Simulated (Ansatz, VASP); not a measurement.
# One calculation of SiO2, two programs

File POSCAR:

```
SiO2
1.0
    5.0130000000      0.0000000000      0.0000000000
   -2.5065000000      4.3413900000      0.0000000000
    0.0000000000      0.0000000000      5.4700000000
Si O
3 6
Direct
    0.5000000000      0.5000000000      0.3333333333
    0.0000000000      0.5000000000      0.6666666667
    0.5000000000      0.0000000000      0.0000000000
    0.1970000000      0.8030000000      0.8333333333
    0.3940000000      0.1970000000      0.1666666667
    0.1970000000      0.3940000000      0.5000000000
    0.8030000000      0.1970000000      0.8333333333
    0.6060000000      0.8030000000      0.1666666667
    0.8030000000      0.6060000000      0.5000000000
```

Contents of INCAR.step1:

```
SYSTEM = SiO2
ALGO     = Normal         ! electronic algorithm
EDIFF    = 1E-4           ! SCF threshold, eV
ENCUT    = 520            ! plane-wave cutoff, eV
GGA      = PE             ! functional
ISMEAR   = 0              ! smearing method
LASPH    = .TRUE.         ! aspherical terms in the spheres
LCHARG   = .FALSE.        ! write CHGCAR
LREAL    = .FALSE.        ! projectors in reciprocal space
LWAVE    = .TRUE.         ! write WAVECAR
NBANDS   = 34             ! bands
NELM     = 60             ! most SCF steps
PREC     = Accurate       ! precision mode
SIGMA    = 0.01           ! smearing width, eV
```

INCAR.step2

```
SYSTEM = SiO2
ALGO     = Normal         ! electronic algorithm
EDIFF    = 1E-6           ! SCF threshold, eV
ENCUT    = 520            ! plane-wave cutoff, eV
ISIF     = 2              ! what is computed and relaxed
ISMEAR   = 0              ! smearing method
ISTART   = 1            
LASPH    = .TRUE.         ! aspherical terms in the spheres
LCHARG   = .FALSE.        ! write CHGCAR
LMIXTAU  = .TRUE.       
LREAL    = .FALSE.        ! projectors in reciprocal space
LWAVE    = .FALSE.        ! write WAVECAR
METAGGA  = R2SCAN         ! meta-GGA
NBANDS   = 34             ! bands
NELM     = 60             ! most SCF steps
PREC     = Accurate       ! precision mode
SIGMA    = 0.01           ! smearing width, eV
```

File KPOINTS:

```
k-points
0
G
  6 6 4
  0 0 0
```

Input for Ansatz:

```yaml
crystal:
  lattice:
    - [5.013, 0.0, 0.0]
    - [-2.5065, 4.34139, 0.0]
    - [0.0, 0.0, 5.47]
  atoms:
    - { symbol: Si, position: [0.5, 0.5, 0.3333333333333333] }
    - { symbol: Si, position: [0.0, 0.5, 0.6666666666666666] }
    - { symbol: Si, position: [0.5, 0.0, 0.0] }
    - { symbol: O, position: [0.197, 0.803, 0.8333333333333334] }
    - { symbol: O, position: [0.394, 0.197, 0.16666666666666666] }
    - { symbol: O, position: [0.197, 0.394, 0.5] }
    - { symbol: O, position: [0.803, 0.197, 0.8333333333333334] }
    - { symbol: O, position: [0.606, 0.803, 0.16666666666666666] }
    - { symbol: O, position: [0.803, 0.606, 0.5] }
basis:
  ecutwfc: 550.0
kpoints:
  mp_grid:
    grid: [6, 6, 4]
hamiltonian:
  xc: r2scan
scf:
  n_extra_bands: 24
  occupations:
    method: fixed
output:
  dos:
    de: 0.1
    projected: true
```

Alike in both runs: task single point; functional r2SCAN; k mesh 6 × 6 × 4; no spin polarisation.

|  | VASP | Ansatz |
| --- | --- | --- |
| version | VASP 6.6.1 | Ansatz 0.2.0 |
| potentials or method | VASP PAW PBE potentials, release 64 (Si, O), cutoff 520 eV | plane waves, PAW |
| occupations | gaussian, width 0.01 eV | fixed |
| valence electrons in the cell | 48 | 48 |

```csv
,VASP,Ansatz,Ansatz less VASP
gap on the k mesh at the Fermi level (eV),6.17,6.18,+0.009
```

VASP's potentials were made for PBE, not for r2SCAN.
